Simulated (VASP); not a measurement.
A run of VASP 6.6.1:

File INCAR:

```
PREC = Accurate
ENCUT = 970
EDIFF = 1E-6
ISMEAR = 0
SIGMA = 0.01
LREAL = F
LASPH = T
NELM = 120
ALGO = Normal
ISIF = 2
LWAVE = F
LCHARG = F
NBANDS = 20
GGA_COMPAT = F
```

Contents of KPOINTS:

```
Automatic mesh
0
Gamma
  8 8 8
```

Contents of POSCAR:

```
NaHF2
1.0
    1.6977160746      0.9801768327      4.5692389264
   -1.6977160746      0.9801768327      4.5692389264
    0.0000000000     -1.9603536654      4.5692389264
Na H F
1 1 2
Direct
    0.0000000000      0.0000000000      0.0000000000
    0.5000000000      0.5000000000      0.5000000000
    0.4172389337      0.4172389337      0.4172389337
    0.5827610663      0.5827610663      0.5827610663
```

Potentials or basis: VASP PAW LDA potentials, release 64 (Na_sv, H, F).

Command:

```sh
$ cat potpaw_LDA.64/Na_sv/POTCAR potpaw_LDA.64/H/POTCAR potpaw_LDA.64/F/POTCAR > POTCAR
$ mpirun -np 1 vasp_std > vasp.out
```

Hardware: 1 thread of AMD EPYC 7R13 Processor (Zen 3), on a shared host.

How long does it take, and how much memory?

Run time: 4.3 min on 1 thread of AMD EPYC 7R13 Processor (Zen 3), with other jobs on the host, peak memory 0.33 GiB. Counts: scf iterations 12, k points 65.
